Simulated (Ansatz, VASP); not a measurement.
**Ti2Os in VASP and in Ansatz**

INCAR

```
ALGO = Normal
EDIFF = 1E-7
EDIFFG = -0.04
ENCUT = 600
GGA = PE
IBRION = 2
ISIF = 3
ISMEAR = 0
LASPH = T
LCHARG = F
LREAL = F
LWAVE = F
NELM = 100
NSW = 90
PREC = Accurate
SIGMA = 0.1
```

Contents of KPOINTS:

```
k-points
0
Gamma
  6 6 6
```

The input POSCAR:

```
Ti2Os
1.0
    0.0000000000      2.7474842330      2.7474842330
    2.7474842330      0.0000000000      2.7474842330
    2.7474842330      2.7474842330      0.0000000000
Ti Os
2 1
Direct
    0.2500000000      0.2500000000      0.2500000000
    0.7500000000      0.7500000000      0.7500000000
    0.0000000000      0.0000000000      0.0000000000
```

Input for Ansatz:

```yaml
crystal:
  lattice:
    - [0.0, 2.747484233, 2.747484233]
    - [2.747484233, 0.0, 2.747484233]
    - [2.747484233, 2.747484233, 0.0]
  atoms:
    - { symbol: Ti, position: [0.25, 0.25, 0.25] }
    - { symbol: Ti, position: [0.75, 0.75, 0.75] }
    - { symbol: Os, position: [0.0, 0.0, 0.0] }
basis:
  ecutwfc: 420
kpoints:
  mp_grid: { grid: [6, 6, 6] }
hamiltonian:
  xc: pbe
scf:
  occupations: { method: gaussian, width: 0.1 }
  lower_state_search: "off"
output:
  forces: true
  stress: true
  eigenvalues: true
relax:
  adjacent_minimum: "off"
  f_tol: 0.04
  max_steps: 70
  cell: { stress_tol: 0.4 }
```

Alike in both runs: task relaxation of cell and atoms; functional PBE; k mesh 6 × 6 × 6; occupations gaussian, width 0.1 eV; no spin polarisation.

|  | VASP | Ansatz |
| --- | --- | --- |
| version | VASP 6.6.1 | Ansatz 0.2.0 |
| potentials or method | VASP PAW PBE potentials, release 64 (Ti_sv, Os), cutoff 600 eV | scalar-relativistic, plane waves, PAW |
| valence electrons in the cell | 32 | 40 |

```tsv
	VASP	Ansatz	Ansatz less VASP
gap on the k mesh at the Fermi level, each at its own relaxed structure (eV)	none	none	-
relaxed volume (Å³/atom)	18.36	18.37	+0.009
relaxed length of the cell vector where the two differ most in proportion (Å)	4.270	4.271	+0.0007
```

A gap of «none» marks a metal or a gap that the smearing closes. VASP's potentials hold 32 valence electrons a cell and Ansatz's 40, so a difference there can come from the potentials and not from the codes.

Neither program's run includes spin-orbit coupling. Noted on VASP's run: the volume moved by over 15 % at a fixed basis, so the end points are rough.
